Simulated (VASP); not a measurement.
The system is Na3H2.

```
CELL_PARAMETERS angstrom
3.77756 0.00000 0.00000
-1.88878 3.27147 0.00000
0.00000 0.00000 5.87728
ATOMIC_POSITIONS crystal
Na 0.00000 0.00000 0.00000
Na 0.33333 0.66667 0.64500
Na 0.66667 0.33333 0.35500
H 0.33333 0.66667 0.24500
H 0.66667 0.33333 0.75500
```

| Quantity | Value |
| --- | --- |
| Program | VASP 6.6.1 |
| Task | relaxation of cell and atoms |
| Functional | PBE |
| Potentials or basis | VASP PAW PBE potentials, release 64 (Na_pv, H) |
| Cutoff | 500 eV |
| k mesh | 6 × 6 × 4 |
| Occupations | gaussian, width 0.1 eV |
| Spin | no spin polarisation |

At the start: pressure 5.8 GPa; volume 14.53 Å³/atom.

How do energy, volume and symmetry change on relaxing?

Over 40 steps the energy falls by 289.2 meV/atom and the volume is 17.54 Å³/atom (+20.8 %); space group P-3m1 (No. 164, to 0.1 Å) before and after.

The path:
```csv
step,energy change (eV),largest force (eV/Å),pressure (GPa),volume (Å³)
1,0.0000,0.2646,5.76,72.63
2,-0.1659,0.1735,3.31,78.26
3,-0.2819,0.0882,0.44,88.14
4,-0.2856,0.0836,0.00,90.19
5,-0.2857,0.0829,-0.07,90.57
6,-0.2869,0.0710,-0.08,90.49
7,-0.2896,0.0511,-0.07,90.24
8,-0.2919,0.0673,0.02,89.76
9,-0.2940,0.0631,0.00,89.73
10,-0.2995,0.0480,-0.06,89.66
11,-0.3067,0.0304,-0.13,89.50
12,-0.3304,0.1310,-0.06,89.19
13,-0.3089,0.3401,0.56,88.58
14,-0.3467,0.1968,0.06,89.03
15,-0.3523,0.2862,0.27,88.80
16,-0.3544,0.2495,0.17,88.90
17,-0.3547,0.2590,0.20,88.88
18,-0.3549,0.2596,0.20,88.88
19,-0.3553,0.2616,0.20,88.88
20,-0.3562,0.2652,0.22,88.87
21,-0.3574,0.2725,0.23,88.86
22,-0.3585,0.2863,0.28,88.83
23,-0.3601,0.2855,0.28,88.84
24,-0.3649,0.2832,0.28,88.87
25,-0.3744,0.2784,0.27,88.94
26,-0.3937,0.2680,0.27,89.06
27,-0.4329,0.2439,0.26,89.30
28,-0.5121,0.1906,0.25,89.72
29,-0.6711,0.2041,0.32,90.35
30,-0.9384,0.3437,0.59,90.83
31,-0.9142,0.6520,1.87,88.96
32,-1.0266,0.5091,1.25,90.30
33,-1.1134,0.4551,0.31,93.55
34,-1.1349,0.4201,-0.49,95.81
35,-1.1964,0.3858,-0.51,95.10
36,-1.3439,0.3014,-0.55,92.99
37,-1.4353,0.1417,-0.17,88.85
38,-1.4413,0.0801,-0.30,89.74
39,-1.4415,0.0798,-0.29,89.62
40,-1.4458,0.0215,0.09,87.72
```

Final structure:
```
Na H
1.0
     3.43308    0.00000    0.00000
    -1.71654    2.97313    0.00000
     0.00000    0.00000    8.59393
Na H
3 2
Direct
  0.00000 0.00000 0.00000
  0.33333 0.66667 0.67781
  0.66667 0.33333 0.32219
  0.33333 0.66667 0.15916
  0.66667 0.33333 0.84084
```

Caveat: the volume moved by over 15 % at a fixed basis, so the end points are rough.
